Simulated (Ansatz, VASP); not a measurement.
# Nb2B in VASP and in Ansatz

INCAR

```
SYSTEM = Nb2B
ALGO = Normal
EDIFF = 1E-7
EDIFFG = -0.04
ENCUT = 600
GGA = PE
IBRION = 2
ISIF = 3
ISMEAR = 0
LASPH = .True.
LCHARG = .False.
LREAL = .False.
LWAVE = .False.
NELM = 100
NSW = 90
PREC = Accurate
SIGMA = 0.1
```

Contents of KPOINTS:

```
k-points
0
Gamma
  6 6 6
  0 0 0
```

File POSCAR:

```
Nb2B
1.0
    0.0000000000      2.7225541100      2.7225541100
    2.7225541100      0.0000000000      2.7225541100
    2.7225541100      2.7225541100      0.0000000000
Nb B
2 1
Direct
    0.2500000000      0.2500000000      0.2500000000
    0.7500000000      0.7500000000      0.7500000000
    0.5000000000      0.5000000000      0.5000000000
```

Input for Ansatz:

```yaml
crystal:
  lattice:
    - [0.0, 2.72255411, 2.72255411]
    - [2.72255411, 0.0, 2.72255411]
    - [2.72255411, 2.72255411, 0.0]
  atoms:
    - { symbol: Nb, position: [0.25, 0.25, 0.25] }
    - { symbol: Nb, position: [0.75, 0.75, 0.75] }
    - { symbol: B, position: [0.5, 0.5, 0.5] }
basis:
  ecutwfc: 420
kpoints:
  mp_grid: { grid: [6, 6, 6] }
hamiltonian:
  xc: pbe
scf:
  occupations: { method: gaussian, width: 0.1 }
  lower_state_search: "off"
output:
  forces: true
  stress: true
  eigenvalues: true
relax:
  adjacent_minimum: "off"
  f_tol: 0.04
  max_steps: 70
  cell: { stress_tol: 0.4 }
```

Alike in both runs: task relaxation of cell and atoms; functional PBE; k mesh 6 × 6 × 6; occupations gaussian, width 0.1 eV; no spin polarisation.

|  | VASP | Ansatz |
| --- | --- | --- |
| version | VASP 6.6.1 | Ansatz 0.2.0 |
| potentials or method | VASP PAW PBE potentials, release 64 (Nb_sv, B), cutoff 600 eV | scalar-relativistic, plane waves, PAW |
| valence electrons in the cell | 29 | 29 |

VASP gave:

* gap on the k mesh at the Fermi level, each at its own relaxed structure (eV): none
* relaxed volume (Å³/atom): 14.90
* relaxed cell length with the largest relative difference (Å): 3.983

Q: Estimate Ansatz's values.

A: gap on the k mesh at the Fermi level, each at its own relaxed structure (eV): none; relaxed volume (Å³/atom): 14.90; relaxed cell length with the largest relative difference (Å): 3.984.

A gap of «none» marks a metal or a gap that the smearing closes.
